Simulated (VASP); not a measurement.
Write the native input for VASP 6.6.1 that does the following.

```yaml
Task: single point
Functional: PBEsol
Potentials_or_basis: VASP PAW PBE potentials, release 64 (Sc_sv, Al)
Cutoff: 520 eV
k_mesh: 12 × 12 × 8
Occupations: gaussian, width 0.15 eV
Spin: no spin polarisation
Dipole_correction: no
Further_INCAR_settings: ALGO = Fast; EDIFF = 1e-06; NBANDS = 34
```

The structure of Sc2Al lies in POSCAR:

```
Sc2Al
1.0
    4.8508989722      0.0000000000      0.0000000000
   -2.4254494861      4.2010017412      0.0000000000
    0.0000000000      0.0000000000      6.0854513202
Sc Al
4 2
Direct
    0.0000000000      0.0000000000      0.0000000000
    0.0000000000      0.0000000000      0.5000000000
    0.3333333333      0.6666666667      0.7500000000
    0.6666666667      0.3333333333      0.2500000000
    0.3333333333      0.6666666667      0.2500000000
    0.6666666667      0.3333333333      0.7500000000
```

These files were run (other wordings do the same):

INCAR

```
ALGO     = Fast           # electronic algorithm
EDIFF    = 1E-6           # SCF threshold, eV
ENCUT    = 520            # plane-wave cutoff, eV
GGA      = PS             # functional
ISIF     = 2              # what is computed and relaxed
ISMEAR   = 0              # smearing method
LASPH    = T              # aspherical terms in the spheres
LCHARG   = F              # write CHGCAR
LREAL    = F              # projectors in reciprocal space
LWAVE    = F              # write WAVECAR
NBANDS   = 34             # bands
NELM     = 80             # most SCF steps
PREC     = Accurate       # precision mode
SIGMA    = 0.15           # smearing width, eV
```

KPOINTS

```
k-points
0
Gamma
  12 12 8
```

Potentials or basis: VASP PAW PBE potentials, release 64 (Sc_sv, Al).

The run is started by

```sh
$ cat potpaw_PBE.64/Sc_sv/POTCAR potpaw_PBE.64/Al/POTCAR > POTCAR
$ mpirun -np 1 vasp_std > vasp.out
```

It gave:

```
Pressure               : 0.1 GPa
Band gap on the k mesh : zero (bands 25 and 26 overlap by 0.76 eV)
```

Caveat: the PAW data sets were made with another functional, which shifts forces and pressure a little.

Run time: 3.5 min on 1 thread of Intel(R) Xeon(R) 6975P-C (Granite Rapids) (shared host), peak memory 0.45 GiB.
